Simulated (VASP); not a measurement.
# TaN (P6/mmm) in VASP: further runs, part 2 of 2

VASP 6.6.1. Earlier steps stand in the parts before.

### Step 3. Electric field gradients, PBE (equal xx and yy strain of -3 %)

File INCAR:

```
PREC = Accurate
ENCUT = 520
EDIFF = 1E-8
ISMEAR = -1
SIGMA = 0.03
LREAL = False
LASPH = True
NELM = 120
ALGO = Normal
ISIF = 2
LWAVE = False
LCHARG = False
GGA = PE
LEFG = True
NBANDS = 36
GGA_COMPAT = False
```

File KPOINTS:

```
Automatic mesh
0
Gamma
  5 5 8
```

File POSCAR:

```
TaN
1.0
    5.0294492781      0.0000000000      0.0000000000
   -2.5147246391      4.3556308419      0.0000000000
    0.0000000000      0.0000000000      2.9080000000
Ta N
3 3
Direct
    0.0000000000      0.0000000000      0.0000000000
    0.3333333333      0.6666666667      0.5000000000
    0.6666666667      0.3333333333      0.5000000000
    0.5000000000      0.0000000000      0.0000000000
    0.5000000000      0.5000000000      0.0000000000
    0.0000000000      0.5000000000      0.0000000000
```

Potentials or basis: VASP PAW PBE potentials, release 64 (Ta_sv_GW, N).

On the command line:

```console
$ cat potpaw_PBE.64/Ta_sv_GW/POTCAR potpaw_PBE.64/N/POTCAR > POTCAR
$ mpirun -np 1 vasp_std > vasp.out
```

OUTCAR:

```text
PREC = Accurate
   ENCUT = 520
   EDIFF = 1E-8
   ISMEAR = -1
   LREAL = False
   LASPH = True
   NELM = 120
   ISIF = 2
   GGA = PE

 ion  position               nearest neighbor table
   1  0.000  0.000  0.000-   5 2.51   5 2.51   4 2.51   4 2.51   6 2.51   6 2.51   3 3.25   3 3.25
                             2 3.25   2 3.25   2 3.25   3 3.25   2 3.25   3 3.25   2 3.25   3 3.25
   2  0.333  0.667  0.500-   6 2.05   6 2.05   4 2.05   4 2.05   5 2.05   5 2.05   3 2.90   3 2.90
                             3 2.90   1 3.25   1 3.25   1 3.25   1 3.25   1 3.25   1 3.25
   3  0.667  0.333  0.500-   6 2.05   6 2.05   4 2.05   4 2.05   5 2.05   5 2.05   2 2.90   2 2.90
                             2 2.90   1 3.25   1 3.25   1 3.25   1 3.25   1 3.25   1 3.25
   4  0.500  0.000  0.000-   2 2.05   3 2.05   2 2.05   3 2.05   1 2.51   1 2.51
   5  0.500  0.500  0.000-   2 2.05   3 2.05   2 2.05   3 2.05   1 2.51   1 2.51
   6  0.000  0.500  0.000-   2 2.05   3 2.05   2 2.05   3 2.05   1 2.51   1 2.51

  LATTYP: Found a hexagonal cell.
[... 1182 lines left out ...]

 Electric field gradients after diagonalization (V/A^2)
 (convention: |V_zz| > |V_xx| > |V_yy|)
----------------------------------------------------------------------
 ion       V_xx      V_yy      V_zz     asymmetry (V_yy - V_xx)/ V_zz
----------------------------------------------------------------------
   1     191.690   191.688  -383.378       0.000
   2     207.511   207.511  -415.022       0.000
   3     207.511   207.511  -415.022       0.000
   4     -33.182    -2.229    35.411       0.874
   5     -33.184    -2.229    35.413       0.874
   6     -33.182    -2.229    35.411       0.874
----------------------------------------------------------------------

           NMR quadrupolar parameters

 Cq : quadrupolar parameter    Cq=e*Q*V_zz/h
 eta: asymmetry parameters     (V_yy - V_xx)/ V_zz
 Q  : nuclear electric quadrupole moment in mb (millibarn)
----------------------------------------------------------------------
 ion       Cq(MHz)       eta       Q (mb)
----------------------------------------------------------------------
   1      -0.927       0.000       1.000
   2      -1.004       0.000       1.000
   3      -1.004       0.000       1.000
   4       0.086       0.874       1.000
   5       0.086       0.874       1.000
   6       0.086       0.874       1.000
----------------------------------------------------------------------
```

OSZICAR:

```text
N       E                     dE             d eps       ncg     rms          rms(c)
DAV:   1     0.444123200007E+03    0.44412E+03   -0.33571E+04  1800   0.154E+03
DAV:   2    -0.542124407076E+02   -0.49834E+03   -0.48755E+03  2284   0.406E+02
DAV:   3    -0.853121900921E+02   -0.31100E+02   -0.30896E+02  2384   0.100E+02
DAV:   4    -0.860588243706E+02   -0.74663E+00   -0.74586E+00  2448   0.138E+01
[... 18 lines left out ...]
DAV:  23    -0.717717548243E+02   -0.45625E-06   -0.63621E-07  2460   0.449E-03    0.850E-02
DAV:  24    -0.717717542486E+02    0.57567E-06   -0.14590E-06  2220   0.562E-03    0.693E-03
DAV:  25    -0.717717541802E+02    0.68432E-07   -0.13611E-07  2264   0.184E-03    0.248E-03
DAV:  26    -0.717717541575E+02    0.22642E-07   -0.19711E-08  1636   0.701E-04    0.345E-03
DAV:  27    -0.717717541539E+02    0.36471E-08   -0.47642E-09  1160   0.324E-04
   1 F= -.71771754E+02 E0= -.71771517E+02  d E =-.474632E-03
```

Wall time 1.9 min (1 thread of AMD EPYC 7R13 (Zen 3), shared host); peak memory 0.19 GiB.

Results:

* Free energy: -71.7718 eV
* Pressure: 31.2 GPa
* Band gap on the k mesh: zero (bands 27 and 28 overlap by 2.28 eV)
* Largest electric field gradient by atom: Ta -383.4, -415.0 (each value once); N +35.4 V/Å²

Stress tensor (GPa, compression positive):
```
33.04  0.00  0.00
 0.00 33.04  0.00
 0.00  0.00 27.52
```

Levels at points of the mesh, in eV from the Fermi level:
| k point | band 23 | band 24 | band 25 | band 26 | band 27 | band 28 | band 29 | band 30 | band 31 | band 32 |
| --- | --- | --- | --- | --- | --- | --- | --- | --- | --- | --- |
| (0.00, 0.00, 0.00) | -2.89 | -2.89 | -2.54 | -1.96 | -1.27 | -1.27 | 0.60 | 0.60 | 1.77 | 2.36 |
| (0.00, 0.00, 0.50) | -4.08 | -3.07 | -3.07 | -1.99 | 1.00 | 1.00 | 1.13 | 2.15 | 2.95 | 2.95 |

Electric field gradients, principal values (V/Å²):
```
atom    least   middle  greatest (by size)
1 Ta  191.688  191.690            -383.378
2 Ta  207.511  207.511            -415.022
3 Ta  207.511  207.511            -415.022
 4 N   -2.229  -33.182              35.411
 5 N   -2.229  -33.184              35.413
 6 N   -2.229  -33.182              35.411
```

Caveat: the cell differs from its parent crystal (equal xx and yy strain of -3 %); the stress differs along the axes, from 28 to 33 GPa; without QUAD_EFG the Cq values of the log hold for a quadrupole moment of 1 mb, not for the nuclei; spin-orbit coupling is left out, which moves the levels of the heavy elements.

### Step 4. Electric field gradients, PBE (11.40 Å³/atom)

This run uses another cell than the first one, of 11.40 Å³/atom.

File INCAR:

```
SYSTEM = TaN
PREC = Accurate ; ENCUT = 520
EDIFF = 1E-8 ; ISMEAR = -1
SIGMA = 0.03 ; LREAL = .FALSE.
LASPH = .TRUE. ; NELM = 120
ALGO = Normal ; ISIF = 2
LWAVE = .FALSE. ; LCHARG = .FALSE.
GGA = PE ; LEFG = .TRUE.
NBANDS = 36 ; GGA_COMPAT = .FALSE.
```

File KPOINTS:

```
regular mesh
0
G
  5 5 8
  0 0 0
```

Edit POSCAR of step 3 so:

```diff
@@ -2,5 +2,5 @@
 1.0
-    5.0294492781      0.0000000000      0.0000000000
-   -2.5147246391      4.3556308419      0.0000000000
-    0.0000000000      0.0000000000      2.9080000000
+    5.2022252935      0.0000000000      0.0000000000
+   -2.6011126468      4.5052592604      0.0000000000
+    0.0000000000      0.0000000000      2.9176612005
 Ta N
```

Potentials or basis: VASP PAW PBE potentials, release 64 (Ta_sv_GW, N).

On the command line:

```console
$ cat potpaw_PBE.64/Ta_sv_GW/POTCAR potpaw_PBE.64/N/POTCAR > POTCAR
$ mpirun -np 1 vasp_std > vasp.out
```

OUTCAR:

```text
SYSTEM = TaN
   PREC = Accurate
   ENCUT = 520
   EDIFF = 1E-8
   ISMEAR = -1
   LREAL = .FALSE.
   LASPH = .TRUE.
   NELM = 120
   ISIF = 2
   GGA = PE

 ion  position               nearest neighbor table
   1  0.000  0.000  0.000-
   2  0.333  0.667  0.500-   6 2.09   6 2.09   4 2.09   4 2.09   5 2.09   5 2.09   3 3.00   3 3.00
                             3 3.00
   3  0.667  0.333  0.500-   6 2.09   6 2.09   4 2.09   4 2.09   5 2.09   5 2.09   2 3.00   2 3.00
                             2 3.00
   4  0.500  0.000  0.000-   2 2.09   3 2.09   2 2.09   3 2.09
   5  0.500  0.500  0.000-   2 2.09   3 2.09   2 2.09   3 2.09
   6  0.000  0.500  0.000-   2 2.09   3 2.09   2 2.09   3 2.09

  LATTYP: Found a hexagonal cell.
 ALAT       =     5.2022252935
 C/A-ratio  =     0.5608486822

  Lattice vectors:

 A1 = (   5.2022252935,   0.0000000000,   0.0000000000)
 A2 = (  -2.6011126468,   4.5052592604,   0.0000000000)
 A3 = (   0.0000000000,   0.0000000000,   2.9176612005)

Analysis of symmetry for initial positions (statically):
=====================================================================
 Subroutine PRICEL returns:
 Original cell was already a primitive cell.

 Routine SETGRP: Setting up the symmetry group for a
 hexagonal supercell.

 Subroutine GETGRP returns: Found 24 space group operations
 (whereof 24 operations were pure point group operations)
 out of a pool of 24 trial point group operations.

The static configuration has the point symmetry D_6h.

[... 1117 lines left out ...]
  -------------------------------------------------------------------------------------
  Total        2.8774657      2.8774657      2.9006177     -0.0000000     -0.0000000      0.0000000
  in kB       67.4181668     67.4181668     67.9606109     -0.0000000     -0.0000000      0.0000000
  external PRESSURE =      67.5989815 kB  Pullay stress =       0.0000000 kB

 VOLUME and BASIS-vectors are now :
 -----------------------------------------------------------------------------
  energy-cutoff  :      520.00
  volume of cell :       68.38
      direct lattice vectors                 reciprocal lattice vectors
     5.202225293  0.000000000  0.000000000     0.192225431  0.110981404  0.000000000
    -2.601112647  4.505259260  0.000000000     0.000000000  0.221962809  0.000000000
     0.000000000  0.000000000  2.917661200     0.000000000  0.000000000  0.342740274

 POSITION                                       TOTAL-FORCE (eV/Angst)
 -----------------------------------------------------------------------------------
      0.00000      0.00000      0.00000        -0.000000      0.000000      0.000000
     -0.00000      3.00351      1.45883         0.000000      0.000000      0.000000
      2.60111      1.50175      1.45883        -0.000000     -0.000000      0.000000
      2.60111      0.00000      0.00000        -0.000000      0.000000      0.000000
      1.30056      2.25263      0.00000        -0.000000      0.000000      0.000000
     -1.30056      2.25263      0.00000        -0.000000      0.000000      0.000000
 -----------------------------------------------------------------------------------
    total drift:                               -0.000000      0.000000      0.000000

  FREE ENERGIE OF THE ION-ELECTRON SYSTEM (eV)
  ---------------------------------------------------
  free  energy   TOTEN  =       -72.3462298098 eV

  energy  without entropy=      -72.3436228657  energy(sigma->0) =      -72.34492634

 Electric field gradients (V/A^2)
---------------------------------------------------------------------
 ion       V_xx      V_yy      V_zz      V_xy      V_xz      V_yz
---------------------------------------------------------------------
   1     207.216   207.216  -414.432    -0.000     0.000     0.000
   2     191.672   191.671  -383.343    -0.000     0.000    -0.000
   3     191.672   191.671  -383.343    -0.000     0.000    -0.000
   4      32.498   -28.134    -4.363    -0.000     0.000     0.000
   5     -12.976    17.340    -4.363    26.254     0.000    -0.000
   6     -12.976    17.339    -4.363   -26.255    -0.000    -0.000
---------------------------------------------------------------------

 Electric field gradients after diagonalization (V/A^2)
 (convention: |V_zz| > |V_xx| > |V_yy|)
----------------------------------------------------------------------
 ion       V_xx      V_yy      V_zz     asymmetry (V_yy - V_xx)/ V_zz
----------------------------------------------------------------------
   1     207.216   207.216  -414.432       0.000
   2     191.672   191.671  -383.343       0.000
   3     191.672   191.671  -383.343       0.000
   4     -28.134    -4.363    32.498       0.731
   5     -28.134    -4.363    32.498       0.731
   6     -28.134    -4.363    32.498       0.731
----------------------------------------------------------------------

           NMR quadrupolar parameters

 Cq : quadrupolar parameter    Cq=e*Q*V_zz/h
 eta: asymmetry parameters     (V_yy - V_xx)/ V_zz
 Q  : nuclear electric quadrupole moment in mb (millibarn)
----------------------------------------------------------------------
 ion       Cq(MHz)       eta       Q (mb)
----------------------------------------------------------------------
   1      -1.002       0.000       1.000
   2      -0.927       0.000       1.000
   3      -0.927       0.000       1.000
   4       0.079       0.731       1.000
   5       0.079       0.731       1.000
   6       0.079       0.731       1.000
----------------------------------------------------------------------
```

OSZICAR:

```text
N       E                     dE             d eps       ncg     rms          rms(c)
DAV:   1     0.446968129447E+03    0.44697E+03   -0.33168E+04  1808   0.152E+03
DAV:   2    -0.543109942360E+02   -0.50128E+03   -0.49057E+03  2316   0.403E+02
[... 18 lines left out ...]
DAV:  21    -0.723462300099E+02    0.14356E-04   -0.36644E-05  2108   0.289E-02    0.243E-01
DAV:  22    -0.723462301834E+02   -0.17360E-06   -0.61379E-06  2540   0.113E-02    0.272E-02
DAV:  23    -0.723462300427E+02    0.14071E-06   -0.18883E-07  2180   0.252E-03    0.113E-02
DAV:  24    -0.723462298192E+02    0.22358E-06   -0.77402E-07  2224   0.386E-03    0.242E-03
DAV:  25    -0.723462298084E+02    0.10748E-07   -0.33094E-08  1916   0.938E-04    0.297E-03
DAV:  26    -0.723462298098E+02   -0.13497E-08   -0.26514E-09  1180   0.297E-04
   1 F= -.72346230E+02 E0= -.72344926E+02  d E =-.260694E-02
```

Run time: 52 s. Hardware: 1 thread of Intel Xeon 6975P-C (Granite Rapids), shared host; peak memory 0.21 GiB.

What came out:

| Property | Result |
| --- | --- |
| Free energy | -72.3462 eV |
| Pressure | 6.8 GPa |
| Band gap on the k mesh | zero (bands 27 and 28 overlap by 2.09 eV) |
| Largest electric field gradient by atom | Ta -414.4, -383.3 (each value once); N +32.5 V/Å² |

Levels at points of the mesh, in eV from the Fermi level:
| k point | band 23 | band 24 | band 25 | band 26 | band 27 | band 28 | band 29 | band 30 | band 31 | band 32 |
| --- | --- | --- | --- | --- | --- | --- | --- | --- | --- | --- |
| (0.00, 0.00, 0.00) | -3.02 | -3.02 | -2.50 | -2.06 | -1.23 | -1.23 | 0.81 | 0.81 | 1.21 | 2.13 |
| (0.00, 0.00, 0.50) | -3.71 | -3.11 | -3.11 | -1.94 | 0.87 | 0.87 | 1.41 | 1.74 | 2.50 | 2.50 |

Electric field gradients, principal values (V/Å²):
| atom | least | middle | greatest (by size) |
| --- | --- | --- | --- |
| 1 Ta | 207.216 | 207.216 | -414.432 |
| 2 Ta | 191.671 | 191.672 | -383.343 |
| 3 Ta | 191.671 | 191.672 | -383.343 |
| 4 N | -4.363 | -28.134 | 32.498 |
| 5 N | -4.363 | -28.134 | 32.498 |
| 6 N | -4.363 | -28.134 | 32.498 |

Caveat: the cell stands under pressure; without QUAD_EFG the Cq values of the log hold for a quadrupole moment of 1 mb, not for the nuclei; spin-orbit coupling is left out, which moves the levels of the heavy elements.

### Step 5. Summary

| cell | gap on the mesh (eV) | pressure (GPa) |
| --- | --- | --- |
| a = 5.079, b = 5.079, c = 2.849 Å, angles 90.0, 90.0, 120.0°, 6 atoms | none | 34.5 |
| a = 5.029, b = 5.029, c = 2.908 Å, angles 90.0, 90.0, 120.0°, 6 atoms | none | 31.2 |
| a = 5.202, b = 5.202, c = 2.918 Å, angles 90.0, 90.0, 120.0°, 6 atoms | none | 6.8 |

Alike in all rows: task electric field gradients; level PBE; potentials or basis VASP PAW PBE potentials, release 64 (Ta_sv_GW, N); no spin polarisation; k mesh 5 × 5 × 8; cutoff (eV) 520; smearing fermi-dirac 0.03 eV.

Caveats: spin-orbit coupling is left out, which moves the levels of the heavy elements; the stress differs along the axes, from 31 to 41 GPa (at least some runs); the stress differs along the axes, from 28 to 33 GPa (at least some runs); the cell stands under pressure (at least some runs).

Absolute energies hang on the potentials; compare differences alone.
